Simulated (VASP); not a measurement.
# Hf (Fm-3m) in VASP: a series of runs

Hf is run at these levels: PBE; tasks: single point, relaxation of cell and atoms.

Program: VASP 6.6.1. These are calculated values, not measurements. Logs are shortened: lines on timing, memory, paths and dates and some standing lists are left out, and cuts for length are marked.

## 1. The cell of the first run

The structure is cubic, space group Fm-3m (No. 225). Conventional cell: a = 4.541 Å, b = 4.541 Å, c = 4.541 Å, α = 90.00°, β = 90.00°, γ = 90.00°. Within 4.2 Å of Hf (site symmetry m-3m) lie 12 Hf at 3.21 Å.

## 2. Single point, PBE

The input, INCAR:

```
ALGO = Normal ; EDIFF = 1E-6
ENCUT = 520 ; GGA = PE
ISIF = 2 ; ISMEAR = -1
LASPH = True ; LCHARG = False
LREAL = False ; LWAVE = False
NBANDS = 11 ; NELM = 80
PREC = Accurate ; SIGMA = 0.05
```

The input, KPOINTS:

```
k-points
0
Gamma
  16 16 16
```

The input, POSCAR:

```
Hf
1.0
    0.0000000000      2.2704892143      2.2704892143
    2.2704892143      0.0000000000      2.2704892143
    2.2704892143      2.2704892143      0.0000000000
Hf
1
Direct
    0.0000000000      0.0000000000      0.0000000000
```

Potentials or basis: VASP PAW PBE potentials, release 64 (Hf_pv).

Launch:

```sh
$ cat potpaw_PBE.64/Hf_pv/POTCAR > POTCAR
$ mpirun -np 1 vasp_std > vasp.out
```

OUTCAR:

```text
EDIFF = 1E-6
   ENCUT = 520
   GGA = PE
   ISIF = 2
   ISMEAR = -1
   LASPH = True
   LREAL = False
   NELM = 80
   PREC = Accurate

 ion  position               nearest neighbor table
   1  0.000  0.000  0.000-

  LATTYP: Found a face centered cubic cell.
 ALAT       =     4.5409784286

  Lattice vectors:

 A1 = (   0.0000000000,   2.2704892143,   2.2704892143)
 A2 = (   2.2704892143,   0.0000000000,   2.2704892143)
 A3 = (   2.2704892143,   2.2704892143,   0.0000000000)

Analysis of symmetry for initial positions (statically):
=====================================================================
 Subroutine PRICEL returns:
 Original cell was already a primitive cell.

 Routine SETGRP: Setting up the symmetry group for a
 face centered cubic supercell.

 Subroutine GETGRP returns: Found 48 space group operations
 (whereof 48 operations were pure point group operations)
 out of a pool of 48 trial point group operations.

The static configuration has the point symmetry O_h .

Analysis of symmetry for dynamics (positions and initial velocities):
=====================================================================
 Subroutine PRICEL returns:
 Original cell was already a primitive cell.

 Routine SETGRP: Setting up the symmetry group for a
 face centered cubic supercell.

 Subroutine GETGRP returns: Found 48 space group operations
 (whereof 48 operations were pure point group operations)
 out of a pool of 48 trial point group operations.

The dynamic configuration has the point symmetry O_h .

 Subroutine INISYM returns: Found 48 space group operations
 (whereof 48 operations are pure point group operations),
 and found     1 'primitive' translations

----------------------------------------------------------------------------------------

                                     Primitive cell

  volume of cell :      23.4093

  direct lattice vectors                    reciprocal lattice vectors
     0.000000000  2.270489214  2.270489214    -0.220216858  0.220216858  0.220216858
     2.270489214  0.000000000  2.270489214     0.220216858 -0.220216858  0.220216858
     2.270489214  2.270489214  0.000000000     0.220216858  0.220216858 -0.220216858

  length of vectors
     3.210956640  3.210956640  3.210956640     0.381426786  0.381426786  0.381426786

  position of ions in fractional coordinates (direct lattice)
     0.000000000  0.000000000  0.000000000

  ion indices of the primitive-cell ions
   primitive index   ion index
                 1           1

----------------------------------------------------------------------------------------

 KPOINTS: k-points

Automatic generation of k-mesh.
 Grid dimensions read from file:
 generate k-points for:   16   16   16

 Generating k-lattice:

  Cartesian coordinates                     Fractional coordinates (reciprocal lattice)
    -0.013763554  0.013763554  0.013763554     0.062500000  0.000000000  0.000000000
     0.013763554 -0.013763554  0.013763554     0.000000000  0.062500000  0.000000000
     0.013763554  0.013763554 -0.013763554     0.000000000  0.000000000  0.062500000

  Length of vectors
     0.023839174  0.023839174  0.023839174

  Shift w.r.t. Gamma in fractional coordinates (k-lattice)
     0.000000000  0.000000000  0.000000000

 Subroutine IBZKPT returns following result:
 ===========================================

 Found    145 irreducible k-points:

 Following reciprocal coordinates:
            Coordinates               Weight
  0.000000  0.000000  0.000000      1.000000
  0.062500  0.000000  0.000000      8.000000
  0.125000  0.000000  0.000000      8.000000
  0.187500  0.000000  0.000000      8.000000
  0.250000  0.000000  0.000000      8.000000
  0.312500  0.000000  0.000000      8.000000
[... 16 lines left out ...]
 -0.125000  0.062500  0.000000     24.000000
 -0.062500  0.062500  0.000000     12.000000
 [... further k-points ...]
   k-points           NKPTS =    145   k-points in BZ     NKDIM =    145   number of bands    NBANDS=     11
   number of dos      NEDOS =    301   number of ions     NIONS =      1
   total plane-waves  NPLWV =  13824
   dimension x,y,z NGX =    24 NGY =   24 NGZ =   24
   dimension x,y,z NGXF=    48 NGYF=   48 NGZF=   48
   ions per type =               1
   NGX,Y,Z   is equivalent  to a cutoff of  12.43, 12.43, 12.43 a.u.
   NGXF,Y,Z  is equivalent  to a cutoff of  24.85, 24.85, 24.85 a.u.
 SYSTEM =  unknown system
   PREC   = accura    normal or accurate (medium, high low for compatibility)
   ISTART =      0    job   : 0-new  1-cont  2-samecut
   ICHARG =      2    charge: 1-file 2-atom 10-const
   ISPIN  =      1    spin polarized calculation?
   LNONCOLLINEAR =      F non collinear calculations
   LSORBIT =      F    spin-orbit coupling
   LASPH  =      T    aspherical Exc in radial PAW
   ENCUT  =  520.0 eV  38.22 Ry    6.18 a.u.   5.97  5.97  5.97*2*pi/ulx,y,z
   NELM   =     80;   NELMIN=  2; NELMDL= -5     # of ELM steps
   EDIFF  = 0.1E-05   stopping-criterion for ELM
   LREAL  =      F    real-space projection
   EDIFFG = 0.1E-04   stopping-criterion for IOM
   NSW    =      0    number of steps for IOM
   IBRION =     -1    ionic relax: 0-MD 1-quasi-New 2-CG
   NFREE  =      0    steps in history (QN), initial steepest desc. (CG)
   ISIF   =      2    stress and relaxation
   ISYM   =      2    0-nonsym 1-usesym 2-fastsym
   POTIM  = 0.5000    time-step for ionic-motion
   TEBEG  =    0.0;   TEEND  =   0.0 temperature during run
   PSTRESS=    0.0 pullay stress
   NELECT =      10.0000    total number of electrons
   NUPDOWN=      -1.0000    fix difference up-down
   EMIN   =  10.00;   EMAX   =-10.00  energy-range for DOS
   EFERMI =   0.00;   METHOD = LEGACY
   ISMEAR =    -1;   SIGMA  =   0.05  broadening in eV -4-tet -1-fermi 0-gaus
   EFERMI_NEDOS =   21; number of points for ismear=-14 and -15
   IALGO  =     38    algorithm
   IMIX   =      4    mixing-type and parameters
     AMIX     =   0.40;   BMIX     =  1.00
     AMIX_MAG =   1.60;   BMIX_MAG =  1.00
  volume/ion in A,a.u.               =      23.41       157.97
  Fermi-wavevector in a.u.,A,eV,Ry     =   1.232950  2.329937 20.683103  1.520165
  Thomas-Fermi vector in A             =   2.367700
   LORBIT       =      0    0 simple, 1 ext, 2 COOP (PROOUT), +10 PAW based schemes
   GGA     = PE    functional components
[... 5 lines left out ...]
 non-spin polarized calculation
  energy-cutoff  :      520.00
  volume of cell :       23.41
 maximum number of plane-waves:       648
   NGX = 11   NGY = 11   NGZ = 11

 number of electron      10.0000000 magnetization

 Free energy of the ion-electron system (eV)
  ---------------------------------------------------
  ext. energy  EPLUGINS =         0.00000000
  ---------------------------------------------------
  free energy    TOTEN  =        -9.84600819 eV

  energy without entropy =       -9.83148322  energy(sigma->0) =       -9.83874571

 E-fermi :   4.4308     XC(G=0): -11.0821

 val. band max:        4.4285073911   @ k =   0.2500   0.1875   0.0625
 cond. band min:       4.4316528264   @ k =  -0.2500   0.0625   0.0000
 fundamental gap:      0.0031454353
 Fermi energy:         4.4308041061

 k-point     1 :       0.0000    0.0000    0.0000
  band No.  band energies     occupation
      1     -25.7537      2.00000
      2     -25.7537      2.00000
      3     -25.7537      2.00000
      4      -2.6227      2.00000
      5       5.8101      0.00000
      6       5.8101      0.00000
      7       5.8101      0.00000
      8       8.4407      0.00000
      9       8.4407      0.00000
     10      15.5947      0.00000
     11      17.3335      0.00000

 k-point     2 :       0.0625    0.0000    0.0000
  band No.  band energies     occupation
      1     -25.7817      2.00000
      2     -25.7573      2.00000
      3     -25.7573      2.00000
      4      -2.4930      2.00000
      5       5.6767      0.00000
      6       5.8726      0.00000
      7       5.8726      0.00000
      8       8.3734      0.00000
      9       8.3734      0.00000
     10      15.8857      0.00000
     11      17.3330      0.00000

 k-point     3 :       0.1250    0.0000    0.0000
  band No.  band energies     occupation
      1     -25.8606      2.00000
      2     -25.7676      2.00000
      3     -25.7676      2.00000
      4      -2.1165      2.00000
      5       5.3377      0.00000
      6       6.0285      0.00000
      7       6.0285      0.00000
      8       8.2327      0.00000
      9       8.2327      0.00000
     10      16.6102      0.00000
     11      17.3291      0.00000

 k-point     4 :       0.1875    0.0000    0.0000
  band No.  band energies     occupation
      1     -25.9766      2.00000
      2     -25.7829      2.00000
      3     -25.7829      2.00000
      4      -1.5331      2.00000
      5       4.9255      0.00010
      6       6.1675      0.00000
      7       6.1675      0.00000
      8       8.1916      0.00000
      9       8.1916      0.00000
     10      16.4573      0.00000
     11      17.3350      0.00000

 k-point     5 :       0.2500    0.0000    0.0000
  band No.  band energies     occupation
      1     -26.1107      2.00000
      2     -25.8008      2.00000
      3     -25.8008      2.00000
      4      -0.8172      2.00000
      5       4.5739      0.10814
      6       6.1484      0.00000
      7       6.1484      0.00000
      8       8.4427      0.00000
      9       8.4427      0.00000
     10      15.5383      0.00000
     11      17.3338      0.00000
[... 211 lines left out ...]
 k-point    21 :      -0.2500    0.0625    0.0000
  band No.  band energies     occupation
      1     -26.1562      2.00000
      2     -25.8351      2.00000
      3     -25.7993      2.00000
      4      -0.4629      2.00000
      5       4.4317      0.99151
      6       5.9884      0.00000
      7       6.2128      0.00000
      8       8.1306      0.00000
      9       9.1104      0.00000
     10      15.4788      0.00000
     11      17.3335      0.00000

 k-point    22 :      -0.1875    0.0625    0.0000
  band No.  band energies     occupation
      1     -26.0260      2.00000
      2     -25.8147      2.00000
      3     -25.7814      2.00000
      4      -1.1986      2.00000
      5       4.7233      0.00574
      6       6.1249      0.00000
      7       6.3008      0.00000
      8       7.7883      0.00000
      9       8.6613      0.00000
     10      16.3768      0.00000
     11      17.3366      0.00000

 k-point    23 :      -0.1250    0.0625    0.0000
  band No.  band energies     occupation
      1     -25.9072      2.00000
      2     -25.7936      2.00000
      3     -25.7671      2.00000
      4      -1.8331      2.00000
      5       5.1074      0.00000
      6       6.1064      0.00000
      7       6.1623      0.00000
      8       7.8560      0.00000
      9       8.4665      0.00000
     10      17.0562      0.00000
     11      17.3286      0.00000

 k-point    24 :      -0.0625    0.0625    0.0000
  band No.  band energies     occupation
      1     -25.8209      2.00000
      2     -25.7734      2.00000
      3     -25.7586      2.00000
      4      -2.2807      2.00000
      5       5.4668      0.00000
      6       5.9690      0.00000
      7       5.9801      0.00000
      8       8.1238      0.00000
      9       8.4322      0.00000
     10      16.3405      0.00000
     11      17.3317      0.00000

 [... further k-points ...]
[... 5 lines left out ...]
  --------------------------------------------------------------------------------------
  -------------------------------------------------------------------------------------
  Total       -0.5720895     -0.5720895     -0.5720895      0.0000000      0.0000000      0.0000000
  in kB      -39.1549075    -39.1549075    -39.1549075      0.0000000      0.0000000      0.0000000
  external PRESSURE =     -39.1549075 kB  Pullay stress =       0.0000000 kB

 VOLUME and BASIS-vectors are now :
 -----------------------------------------------------------------------------
  energy-cutoff  :      520.00
  volume of cell :       23.41
      direct lattice vectors                 reciprocal lattice vectors
     0.000000000  2.270489214  2.270489214    -0.220216858  0.220216858  0.220216858
     2.270489214  0.000000000  2.270489214     0.220216858 -0.220216858  0.220216858
     2.270489214  2.270489214  0.000000000     0.220216858  0.220216858 -0.220216858

 POSITION                                       TOTAL-FORCE (eV/Angst)
 -----------------------------------------------------------------------------------
      0.00000      0.00000      0.00000         0.000000     -0.000000      0.000000
 -----------------------------------------------------------------------------------
    total drift:                               -0.000000      0.000000      0.000000

  FREE ENERGIE OF THE ION-ELECTRON SYSTEM (eV)
  ---------------------------------------------------
  free  energy   TOTEN  =        -9.8460081882 eV

  energy  without entropy=       -9.8314832235  energy(sigma->0) =       -9.83874571
```

It took 13 s on 1 thread of Intel Xeon Platinum 8488C (Sapphire Rapids), shared host; peak memory 0.16 GiB.

Results:

```yaml
Free_energy: -9.8460 eV
Pressure: -3.9 GPa
Band_gap_on_the_k_mesh: zero (band 5 reaches 5.81 eV, above the bottom of band 6 at 4.05 eV)
```

Caveat: spin-orbit coupling is left out, which moves the levels of the heavy elements.

## 3. Relaxation of cell and atoms, PBE

This run uses another cell than the first one, of 22.56 Å³/atom, 0.964 times its volume.

The input, INCAR:

```
PREC = Accurate
ENCUT = 600
EDIFF = 1E-7
ISMEAR = -1
SIGMA = 0.05
LREAL = False
LASPH = True
NELM = 80
ALGO = Normal
ISIF = 3
LWAVE = False
LCHARG = False
GGA = PE
IBRION = 2
NSW = 45
EDIFFG = -0.005
```

The input, KPOINTS:

```
Automatic mesh
0
Gamma
  16 16 16
```

The input, POSCAR:

```
Hf
1.0
    0.0000000000      2.2427254771      2.2427254771
    2.2427254771      0.0000000000      2.2427254771
    2.2427254771      2.2427254771      0.0000000000
Hf
1
Direct
    0.0000000000      0.0000000000      0.0000000000
```

Potentials or basis: VASP PAW PBE potentials, release 64 (Hf_pv).

Launch:

```sh
$ cat potpaw_PBE.64/Hf_pv/POTCAR > POTCAR
$ mpirun -np 1 vasp_std > vasp.out
```

Run time: 60 s. Hardware: 1 thread of Intel Xeon Platinum 8488C (Sapphire Rapids), shared host; peak memory 0.19 GiB.

Results (log left out):

| Property | Result |
| --- | --- |
| Free energy | -9.8581 eV |
| Relaxed volume | 22.46 Å³/atom |
| Relaxed cell | a = 3.167 Å, b = 3.167 Å, c = 3.167 Å, α = 60.00°, β = 60.00°, γ = 60.00° |
| Space group after relaxing (to 0.05 Å) | Fm-3m (No. 225) |
| Energy gained by relaxing | 0.1 meV/atom |
| Ionic steps | 3 |
| Pressure after relaxing | 0.0 GPa |
| Band gap on the k mesh | zero (band 5 reaches 6.12 eV, above the bottom of band 6 at 4.32 eV) |

Step by step:
| step | energy change (eV) | largest force (eV/Å) | pressure (GPa) | volume (Å³) |
| --- | --- | --- | --- | --- |
| 1 | 0.0000 | 0.0000 | -0.45 | 22.56 |
| 2 | 0.0000 | 0.0000 | 0.48 | 22.35 |
| 3 | -0.0001 | 0.0000 | 0.00 | 22.46 |

Final structure:
```xyz
1
Lattice="0.0000 2.2394 2.2394 2.2394 0.0000 2.2394 2.2394 2.2394 0.0000" Properties=species:S:1:pos:R:3 pbc="T T T"
Hf    0.0000    0.0000    0.0000
```

Levels at points of the mesh, in eV from the Fermi level:
```
           k point  band 1  band 2  band 3  band 4  band 5  band 6  band 7  band 8  band 9
(0.00, 0.00, 0.00)  -30.03  -30.03  -30.03   -7.20    1.40    1.40    1.40    4.18    4.18
(0.50, 0.00, 0.00)  -30.83  -30.13  -30.13   -3.62    0.57    1.18    1.18    6.28    6.28
(0.50, 0.50, 0.00)  -30.78  -30.32  -30.32   -3.23   -2.11    2.50    6.29    6.90    6.90
```

Caveat: spin-orbit coupling is left out, which moves the levels of the heavy elements.
